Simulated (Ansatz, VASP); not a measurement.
**One calculation of BN, two programs**

```
B N
1.0
     0.00000    1.62438    1.62438
     1.62438    0.00000    1.62438
     1.62438    1.62438    0.00000
B N
1 1
Direct
  0.00000 0.00000 0.00000
  0.25000 0.25000 0.25000
```

Change from the starting cell: volume scaled by 0.72, PAW files.

Alike in both runs: task single point; functional PBE; k mesh 15 × 15 × 15; occupations fermi-dirac, width 0.05 eV; no spin polarisation.

|  | VASP | Ansatz |
| --- | --- | --- |
| version | VASP 6.6.1 | Ansatz 0.2.0 |
| potentials or method | VASP PAW PBE potentials, release 64 (B, N) | PAW with Ansatz's default frozen-core files, scalar-relativistic |
| plane-wave cutoff (eV) | 520 | 420 |
| valence electrons in the cell | 8 | 8 |

VASP gave:

```
gap on the k mesh at the Fermi level (eV) : 4.81
pressure (GPa)                            : 222.0
```

Task: Estimate Ansatz's values.

Result: gap on the k mesh at the Fermi level (eV): 4.84; pressure (GPa): 220.7.

Both programs put the cell under a high pressure, so it lies far from rest at this level. With one functional, cell and mesh, what is left measures potentials, basis and numerics.

Noted on VASP's run: the cell as given lies far from equilibrium.
